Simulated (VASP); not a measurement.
# KCl (P4/mmm) in VASP: notebook

The runs below take KCl through single point, with PBE, r2SCAN.

Program: VASP 6.6.1. These are calculated values, not measurements. Logs are shortened: lines on timing, memory, paths and dates and some standing lists are left out, and cuts for length are marked.

### 1 The cell of the first run

The structure is tetragonal, space group P4/mmm (No. 123). Conventional cell: a = 3.771 Å, b = 3.771 Å, c = 3.565 Å, α = 90.00°, β = 90.00°, γ = 90.00°. K (site symmetry 4/mmm) has 8 Cl at 3.21 Å and 6 K at 3.56 to 3.77 Å within 4.2 Å. Cl (site symmetry 4/mmm) has 8 K at 3.21 Å and 6 Cl at 3.56 to 3.77 Å within 4.2 Å.

### 2 Single point, PBE (uniaxial x strain -5.5%)

The input, INCAR:

```
PREC = Accurate
ENCUT = 520
EDIFF = 1E-7
ISMEAR = -1
SIGMA = 0.02
LREAL = F
LASPH = T
NELM = 100
ALGO = Normal
ISIF = 2
LWAVE = F
LCHARG = T
GGA = PE
LELF = T
LVHAR = T
NBANDS = 15
```

The input, KPOINTS:

```
regular mesh
0
Gamma
  8 8 8
```

The input, POSCAR:

```
KCl
1.0
    3.5649224440      0.0000000000      0.0000000000
    0.0000000000      3.7708085932      0.0000000000
    0.0000000000      0.0000000000      3.7708085932
K Cl
1 1
Direct
    0.0000000000      0.0000000000      0.0000000000
    0.5000000000      0.5000000000      0.5000000000
```

Potentials or basis: VASP PAW PBE potentials, release 64 (K_sv, Cl).

Started as:

```sh
cat potpaw_PBE.64/K_sv/POTCAR potpaw_PBE.64/Cl/POTCAR > POTCAR
mpirun -np 1 vasp_std > vasp.out
```

OUTCAR:

```text
PREC = Accurate
   ENCUT = 520
   EDIFF = 1E-7
   ISMEAR = -1
   LREAL = F
   LASPH = T
   NELM = 100
   ISIF = 2
   GGA = PE

 ion  position               nearest neighbor table
   1  0.000  0.000  0.000-   2 3.21   2 3.21   2 3.21   2 3.21   2 3.21   2 3.21   2 3.21   2 3.21

   2  0.500  0.500  0.500-   1 3.21   1 3.21   1 3.21   1 3.21   1 3.21   1 3.21   1 3.21   1 3.21

  LATTYP: Found a simple tetragonal cell.
 ALAT       =     3.7708085932
 C/A-ratio  =     0.9454000000

  Lattice vectors:

 A1 = (   0.0000000000,   3.7708085932,   0.0000000000)
 A2 = (   0.0000000000,   0.0000000000,   3.7708085932)
 A3 = (   3.5649224440,   0.0000000000,   0.0000000000)

Analysis of symmetry for initial positions (statically):
=====================================================================
 Subroutine PRICEL returns:
 Original cell was already a primitive cell.

 Routine SETGRP: Setting up the symmetry group for a
 simple tetragonal supercell.

 Subroutine GETGRP returns: Found 16 space group operations
 (whereof 16 operations were pure point group operations)
 out of a pool of 16 trial point group operations.

The static configuration has the point symmetry D_4h.

Analysis of symmetry for dynamics (positions and initial velocities):
=====================================================================
 Subroutine PRICEL returns:
 Original cell was already a primitive cell.

 Routine SETGRP: Setting up the symmetry group for a
 simple tetragonal supercell.

 Subroutine GETGRP returns: Found 16 space group operations
 (whereof 16 operations were pure point group operations)
 out of a pool of 16 trial point group operations.

The dynamic configuration has the point symmetry D_4h.

 Subroutine INISYM returns: Found 16 space group operations
 (whereof 16 operations are pure point group operations),
 and found     1 'primitive' translations

----------------------------------------------------------------------------------------

                                     Primitive cell

  volume of cell :      50.6896

  direct lattice vectors                    reciprocal lattice vectors
     3.564922444  0.000000000  0.000000000     0.280511011  0.000000000  0.000000000
     0.000000000  3.770808593  0.000000000     0.000000000  0.265195110  0.000000000
     0.000000000  0.000000000  3.770808593     0.000000000  0.000000000  0.265195110

  length of vectors
     3.564922444  3.770808593  3.770808593     0.280511011  0.265195110  0.265195110

  position of ions in fractional coordinates (direct lattice)
     0.000000000  0.000000000  0.000000000
     0.500000000  0.500000000  0.500000000

  ion indices of the primitive-cell ions
   primitive index   ion index
                 1           1
                 2           2

----------------------------------------------------------------------------------------

 KPOINTS: regular mesh

Automatic generation of k-mesh.
 Grid dimensions read from file:
 generate k-points for:    8    8    8

 Generating k-lattice:

  Cartesian coordinates                     Fractional coordinates (reciprocal lattice)
     0.035063876  0.000000000  0.000000000     0.125000000  0.000000000  0.000000000
     0.000000000  0.033149389  0.000000000     0.000000000  0.125000000  0.000000000
     0.000000000  0.000000000  0.033149389     0.000000000  0.000000000  0.125000000

  Length of vectors
     0.035063876  0.033149389  0.033149389

  Shift w.r.t. Gamma in fractional coordinates (k-lattice)
     0.000000000  0.000000000  0.000000000

 Subroutine IBZKPT returns following result:
 ===========================================

 Found     75 irreducible k-points:

 Following reciprocal coordinates:
            Coordinates               Weight
  0.000000  0.000000  0.000000      1.000000
  0.125000  0.000000  0.000000      2.000000
  0.250000  0.000000  0.000000      2.000000
  0.375000  0.000000  0.000000      2.000000
  0.500000  0.000000  0.000000      1.000000
  0.000000  0.125000  0.000000      4.000000
[... 16 lines left out ...]
  0.250000  0.500000  0.000000      4.000000
  0.375000  0.500000  0.000000      4.000000
 [... further k-points ...]
   k-points           NKPTS =     75   k-points in BZ     NKDIM =     75   number of bands    NBANDS=     15
   number of dos      NEDOS =    301   number of ions     NIONS =      2
   total plane-waves  NPLWV =  21952
   dimension x,y,z NGX =    28 NGY =   28 NGZ =   28
   dimension x,y,z NGXF=    56 NGYF=   56 NGZF=   56
   ions per type =               1   1
   NGX,Y,Z   is equivalent  to a cutoff of  13.06, 12.34, 12.34 a.u.
   NGXF,Y,Z  is equivalent  to a cutoff of  26.11, 24.69, 24.69 a.u.
 SYSTEM =  unknown system
   PREC   = accura    normal or accurate (medium, high low for compatibility)
   ISTART =      0    job   : 0-new  1-cont  2-samecut
   ICHARG =      2    charge: 1-file 2-atom 10-const
   ISPIN  =      1    spin polarized calculation?
   LNONCOLLINEAR =      F non collinear calculations
   LSORBIT =      F    spin-orbit coupling
   LASPH  =      T    aspherical Exc in radial PAW
   ENCUT  =  520.0 eV  38.22 Ry    6.18 a.u.   6.63  7.01  7.01*2*pi/ulx,y,z
   NELM   =    100;   NELMIN=  2; NELMDL= -5     # of ELM steps
   EDIFF  = 0.1E-06   stopping-criterion for ELM
   LREAL  =      F    real-space projection
   EDIFFG = 0.1E-05   stopping-criterion for IOM
   NSW    =      0    number of steps for IOM
   IBRION =     -1    ionic relax: 0-MD 1-quasi-New 2-CG
   NFREE  =      0    steps in history (QN), initial steepest desc. (CG)
   ISIF   =      2    stress and relaxation
   ISYM   =      2    0-nonsym 1-usesym 2-fastsym
   POTIM  = 0.5000    time-step for ionic-motion
   TEBEG  =    0.0;   TEEND  =   0.0 temperature during run
   PSTRESS=    0.0 pullay stress
   NELECT =      16.0000    total number of electrons
   NUPDOWN=      -1.0000    fix difference up-down
   EMIN   =  10.00;   EMAX   =-10.00  energy-range for DOS
   EFERMI =   0.00;   METHOD = LEGACY
   ISMEAR =    -1;   SIGMA  =   0.02  broadening in eV -4-tet -1-fermi 0-gaus
   EFERMI_NEDOS =   21; number of points for ismear=-14 and -15
   IALGO  =     38    algorithm
   IMIX   =      4    mixing-type and parameters
     AMIX     =   0.40;   BMIX     =  1.00
     AMIX_MAG =   1.60;   BMIX_MAG =  1.00
  volume/ion in A,a.u.               =      25.34       171.04
  Fermi-wavevector in a.u.,A,eV,Ry     =   1.114658  2.106399 16.904741  1.242463
  Thomas-Fermi vector in A             =   2.251256
   LORBIT       =      0    0 simple, 1 ext, 2 COOP (PROOUT), +10 PAW based schemes
   GGA     = PE    functional components
   LHFCALC =     F    Hartree Fock is set to
   AEXX    =    0.0000 exact exchange contribution
   IVDW    =     0    specifies the selected vdW correction
   LEPSILON=     F    determine dielectric tensor
   LRPA    =     F    only Hartree local field effects (RPA)
 non-spin polarized calculation
  energy-cutoff  :      520.00
  volume of cell :       50.69
 maximum number of plane-waves:      1380
 NGX is ok and might be reduce to    28
   NGX = 13   NGY = 15   NGZ = 15

 number of electron      16.0000003 magnetization

 Free energy of the ion-electron system (eV)
  ---------------------------------------------------
  ext. energy  EPLUGINS =         0.00000000
  ---------------------------------------------------
  free energy    TOTEN  =        -6.59424245 eV

  energy without entropy =       -6.59424245  energy(sigma->0) =       -6.59424245

 E-fermi :   0.4509     XC(G=0):  -8.5586

 val. band max:       -0.0426404600   @ k =   0.0000   0.5000   0.5000
 cond. band min:       5.0026931781   @ k =   0.0000   0.0000   0.0000
 fundamental gap:      5.0453336382
 Fermi energy:         0.4509093611

 k-point     1 :       0.0000    0.0000    0.0000
  band No.  band energies     occupation
      1     -28.1585      2.00000
      2     -13.0368      2.00000
      3     -11.5323      2.00000
      4     -11.5323      2.00000
      5     -11.4829      2.00000
      6      -0.5779      2.00000
      7      -0.5779      2.00000
      8      -0.2283      2.00000
      9       5.0027      0.00000
     10       6.0697      0.00000
     11       6.3674      0.00000
     12      10.3784      0.00000
     13      10.8344      0.00000
     14      10.8344      0.00000
     15      13.4525      0.00000

 k-point     2 :       0.1250    0.0000    0.0000
  band No.  band energies     occupation
      1     -28.1520      2.00000
      2     -13.0545      2.00000
      3     -11.5233      2.00000
      4     -11.5233      2.00000
      5     -11.4840      2.00000
      6      -0.6311      2.00000
      7      -0.5768      2.00000
      8      -0.5768      2.00000
      9       5.3865      0.00000
     10       6.2243      0.00000
     11       6.8228      0.00000
     12      10.4796      0.00000
     13      10.6969      0.00000
     14      10.6969      0.00000
     15      13.4326      0.00000

 k-point     3 :       0.2500    0.0000    0.0000
  band No.  band energies     occupation
      1     -28.1362      2.00000
      2     -13.1073      2.00000
      3     -11.5014      2.00000
      4     -11.5014      2.00000
      5     -11.4698      2.00000
      6      -1.4307      2.00000
      7      -0.5753      2.00000
      8      -0.5753      2.00000
      9       6.2936      0.00000
     10       6.6745      0.00000
     11       7.8495      0.00000
     12      10.4547      0.00000
     13      10.4547      0.00000
     14      10.7537      0.00000
     15      12.0098      0.00000
[... 343 lines left out ...]
 k-point    23 :       0.2500    0.5000    0.0000
  band No.  band energies     occupation
      1     -28.1125      2.00000
      2     -13.0216      2.00000
      3     -11.6884      2.00000
      4     -11.4830      2.00000
      5     -11.4656      2.00000
      6      -1.9271      2.00000
      7      -1.0570      2.00000
      8      -0.4988      2.00000
      9       7.0633      0.00000
     10       7.5285      0.00000
     11       9.1941      0.00000
     12       9.3688      0.00000
     13       9.5745      0.00000
     14      10.9583      0.00000
     15      12.1836      0.00000

 k-point    24 :       0.3750    0.5000    0.0000
  band No.  band energies     occupation
      1     -28.0976      2.00000
      2     -12.7869      2.00000
      3     -11.8505      2.00000
      4     -11.6678      2.00000
      5     -11.4483      2.00000
      6      -1.6472      2.00000
      7      -1.5215      2.00000
      8      -0.3777      2.00000
      9       6.3354      0.00000
     10       7.1430      0.00000
     11       8.7155      0.00000
     12       8.9304      0.00000
     13      10.6505      0.00000
     14      11.8246      0.00000
     15      12.2811      0.00000

 [... further k-points ...]
[... 5 lines left out ...]
  --------------------------------------------------------------------------------------
  -------------------------------------------------------------------------------------
  Total        1.4266642      0.5414230      0.5414230      0.0000000      0.0000000      0.0000000
  in kB       45.0934314     17.1130822     17.1130822      0.0000000      0.0000000      0.0000000
  external PRESSURE =      26.4398653 kB  Pullay stress =       0.0000000 kB

 VOLUME and BASIS-vectors are now :
 -----------------------------------------------------------------------------
  energy-cutoff  :      520.00
  volume of cell :       50.69
      direct lattice vectors                 reciprocal lattice vectors
     3.564922444  0.000000000  0.000000000     0.280511011  0.000000000  0.000000000
     0.000000000  3.770808593  0.000000000     0.000000000  0.265195110  0.000000000
     0.000000000  0.000000000  3.770808593     0.000000000  0.000000000  0.265195110

 POSITION                                       TOTAL-FORCE (eV/Angst)
 -----------------------------------------------------------------------------------
      0.00000      0.00000      0.00000         0.000000      0.000000      0.000000
      1.78246      1.88540      1.88540         0.000000      0.000000      0.000000
 -----------------------------------------------------------------------------------
    total drift:                               -0.000000      0.000000      0.000000

  FREE ENERGIE OF THE ION-ELECTRON SYSTEM (eV)
  ---------------------------------------------------
  free  energy   TOTEN  =        -6.5942424465 eV

  energy  without entropy=       -6.5942424465  energy(sigma->0) =       -6.59424245
```

It took 68 s on 1 thread of Intel Xeon 8259CL, shared host; peak memory 0.19 GiB.

Results:

- Free energy: -6.5942 eV
- Pressure: 2.6 GPa
- Band gap on the k mesh: 5.05 eV (least direct gap 5.23 eV)

Caveat: the cell differs from its parent crystal (uniaxial x strain -5.5%). A k mesh can miss the band edges.

### 3 Single point, r2SCAN (uniaxial x strain -5.5%)

POSCAR is that of step 2.

The input, INCAR.step1:

```
PREC = Accurate
ENCUT = 520
ISMEAR = 0
SIGMA = 0.01
LREAL = F
LASPH = T
NELM = 80
NBANDS = 15
GGA = PE
ALGO = Normal
EDIFF = 1E-4
LWAVE = T
LCHARG = F
```

The input, INCAR.step2:

```
PREC = Accurate
ENCUT = 520
EDIFF = 1E-7
ISMEAR = 0
SIGMA = 0.01
LREAL = F
LASPH = T
NELM = 80
ALGO = Normal
ISIF = 2
LWAVE = F
LCHARG = F
METAGGA = R2SCAN
LMIXTAU = T
NBANDS = 15
ISTART = 1
```

KPOINTS is that of step 2.

Potentials or basis: VASP PAW PBE potentials, release 64 (K_sv, Cl).

Started as:

```sh
cat potpaw_PBE.64/K_sv/POTCAR potpaw_PBE.64/Cl/POTCAR > POTCAR
cp INCAR.step1 INCAR
mpirun -np 1 vasp_std > vasp.out
cp INCAR.step2 INCAR
mpirun -np 1 vasp_std > vasp.out
```

Run time: 4.2 min. Hardware: 1 thread of Intel Xeon 8259CL, shared host; peak memory 0.2 GiB.

Results (log left out):

```yaml
Free_energy: -16.3773 eV
Pressure: 1.5 GPa
Band_gap_on_the_k_mesh: 5.83 eV (least direct gap 6.02 eV)
```

Stress tensor (GPa, compression positive):
```
3.38 0.00 0.00
0.00 0.49 0.00
0.00 0.00 0.49
```

Levels at points of the mesh, in eV from the valence-band top:
```
           k point  band 4  band 5  band 6  band 7  band 8  band 9  band 10  band 11  band 12  band 13
(0.00, 0.00, 0.00)  -11.85  -11.80   -0.55   -0.55   -0.19    5.83     6.66     6.99    11.21    11.68
(0.50, 0.00, 0.00)  -11.79  -11.76   -2.31   -0.54   -0.54    8.45     8.87     9.67    10.57    11.20
(0.00, 0.50, 0.00)  -11.77  -11.64   -2.27   -0.63   -0.22    8.26     8.78     9.33    10.74    11.59
(0.50, 0.50, 0.00)  -12.09  -11.76   -1.69   -1.52   -0.29    6.70     7.75     9.25     9.45    12.95
(0.00, 0.50, 0.50)  -12.12  -11.74   -1.61   -1.61    0.00    6.61     8.30     9.94     9.94    12.84
(0.50, 0.50, 0.50)  -12.02  -12.02   -1.90   -1.77   -1.77    9.56     9.56     9.85    10.79    10.79
```

Caveat: the cell differs from its parent crystal (uniaxial x strain -5.5%); the PAW data sets were made with another functional, which shifts forces and pressure a little.
